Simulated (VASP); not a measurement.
A run of VASP 6.6.1:

Contents of INCAR:

```
PREC = Accurate ; ENCUT = 520
EDIFF = 1E-7 ; ISMEAR = -1
SIGMA = 0.05 ; LREAL = False
LASPH = True ; NELM = 60
ALGO = Fast ; ISIF = 2
LWAVE = False ; LCHARG = False
GGA = B5 ; ALDAX = 1.0
AGGAX = 1.0 ; AGGAC = 1.0
ALDAC = 0.0 ; IVDW = 12
VDW_S6 = 1.0 ; VDW_S8 = 2.6996
VDW_A1 = 0.4298 ; VDW_A2 = 4.2359
NBANDS = 12
```

The input KPOINTS:

```
regular mesh
0
Gamma
  11 11 11
```

Contents of POSCAR:

```
Ag
1.0
    0.0000000000      2.0151418859      2.0151418859
    2.0151418859      0.0000000000      2.0151418859
    2.0151418859      2.0151418859      0.0000000000
Ag
1
Direct
    0.0000000000      0.0000000000      0.0000000000
```

Potentials or basis: VASP PAW PBE potentials, release 64 (Ag).

The run is started by

```console
$ cat potpaw_PBE.64/Ag/POTCAR > POTCAR
$ mpirun -np 1 vasp_std > vasp.out
```

Hardware: 1 thread of AMD EPYC 7R13 Processor (Zen 3), with other jobs on the host.

Question: How long does it take, and how much memory?

Answer: Run time: 18 s on 1 thread of AMD EPYC 7R13 Processor (Zen 3), on a shared host, peak memory 0.12 GiB. Counts: scf iterations 14, k points 56.
